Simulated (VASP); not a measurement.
Here is a VASP 6.6.1 calculation.

The input POSCAR:

```
KCl
1.0
    3.7711682852      0.0000000000      0.0000000000
    0.0000000000      3.7711682852      0.0000000000
    0.0000000000      0.0000000000      3.7711682852
K Cl
1 1
Direct
    0.0000000000      0.0000000000      0.0000000000
    0.5000000000      0.5000000000      0.5000000000
```

INCAR.step1

```
SYSTEM = KCl
ALGO = Normal
EDIFF = 1E-4
ENCUT = 520
GGA = PE
ISMEAR = 0
LASPH = .True.
LCHARG = .False.
LREAL = .False.
LWAVE = .True.
NBANDS = 15
NELM = 80
PREC = Accurate
SIGMA = 0.01
```

Contents of INCAR.step2:

```
SYSTEM = KCl
ALGO = Normal
EDIFF = 1E-7
ENCUT = 520
ISIF = 2
ISMEAR = 0
ISTART = 1
LASPH = .True.
LCHARG = .True.
LELF = .True.
LMIXTAU = .True.
LREAL = .False.
LVHAR = .True.
LWAVE = .False.
METAGGA = R2SCAN
NBANDS = 15
NELM = 80
PREC = Accurate
SIGMA = 0.01
```

KPOINTS

```
k-points
0
Gamma
  6 6 6
  0 0 0
```

Potentials or basis: VASP PAW PBE potentials, release 64 (K_sv, Cl).

Run with:

```console
$ cat potpaw_PBE.64/K_sv/POTCAR potpaw_PBE.64/Cl/POTCAR > POTCAR
$ cp INCAR.step1 INCAR
$ mpirun -np 1 vasp_std > vasp.out
$ cp INCAR.step2 INCAR
$ mpirun -np 1 vasp_std > vasp.out
```

Question: What does it give for the band gap on the k mesh?

Answer: 5.81 eV, indirect (least direct gap 6.02 eV).

Question: Estimate the pressure.

Answer: 0.0 GPa.

Caveat: the PAW data sets were made with another functional, which shifts forces and pressure a little. r2SCAN opens gaps a little over a GGA but as a rule still falls short of measured ones.
